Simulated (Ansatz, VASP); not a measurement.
Be in VASP and in Ansatz

The input INCAR:

```
SYSTEM = Be
  ALGO = Normal
  EDIFF = 1E-8
  ENCUT = 520
  GGA = PS
  ISIF = 2
  ISMEAR = -1
  LASPH = .TRUE.
  LCHARG = .FALSE.
  LEFG = .TRUE.
  LREAL = .FALSE.
  LWAVE = .FALSE.
  NBANDS = 12
  NELM = 100
  PREC = Accurate
  SIGMA = 0.05
```

File KPOINTS:

```
k-points
0
G
  9 9 14
  0 0 0
```

The input POSCAR:

```
Be
1.0
    3.7468140000      0.0562022100      0.0562022100
    0.0562022100      3.7468140000      0.0562022100
    0.0342192000      0.0342192000      2.2812800000
Be
4
Direct
    0.2974080000      0.2974080000      0.0000000000
    0.7025920000      0.7025920000      0.0000000000
    0.2025920000      0.7974080000      0.5000000000
    0.7974080000      0.2025920000      0.5000000000
```

Input for Ansatz:

```yaml
crystal:
  lattice:
    - [3.746814, 0.05620221, 0.05620221]
    - [0.05620221, 3.746814, 0.05620221]
    - [0.0342192, 0.0342192, 2.28128]
  atoms:
    - { symbol: Be, position: [0.297408, 0.297408, 0.0] }
    - { symbol: Be, position: [0.702592, 0.702592, 0.0] }
    - { symbol: Be, position: [0.202592, 0.797408, 0.5] }
    - { symbol: Be, position: [0.797408, 0.202592, 0.5] }
kpoints:
  mp_grid: { grid: [9, 9, 14] }
scf:
  occupations: { method: fermi_dirac, width: 0.05 }
hamiltonian:
  xc: pbesol
  pseudopotentials: { kind: all_electron, datasets: crystal }
output:
  forces: true
  stress: true
  eigenvalues: true
  efg: { contact_densities: true }
```

Change from the starting cell: equal xy, yz and zx shear strains of +3 %, crystal datasets.

Alike in both runs: task electric field gradients; functional PBEsol; k mesh 9 × 9 × 14; occupations fermi-dirac, width 0.05 eV; no spin polarisation.

|  | VASP | Ansatz |
| --- | --- | --- |
| version | VASP 6.6.1 | Ansatz 0.2.0 |
| potentials or method | VASP PAW PBE potentials, release 64 (Be), cutoff 520 eV | all-electron PAW with datasets made for the crystal, scalar-relativistic |

```csv
,VASP,Ansatz,Ansatz less VASP
pressure (GPa),-0.5,-0.9,-0.45
"traceless stress, the component that is largest in VASP (GPa)",-5.20,-5.19,+0.011
rms of the force components (eV/Å),0.033,0.033,-0.0004
size of Vzz on the site where it differs most (V/Å²),1.5,1.2,-0.30
```

VASP's potentials were made for PBE, not for PBEsol. Atom by atom the forces differ by 0.002 eV/Å (rms over components). Ansatz ran all-electron here, and VASP with PAW potentials.
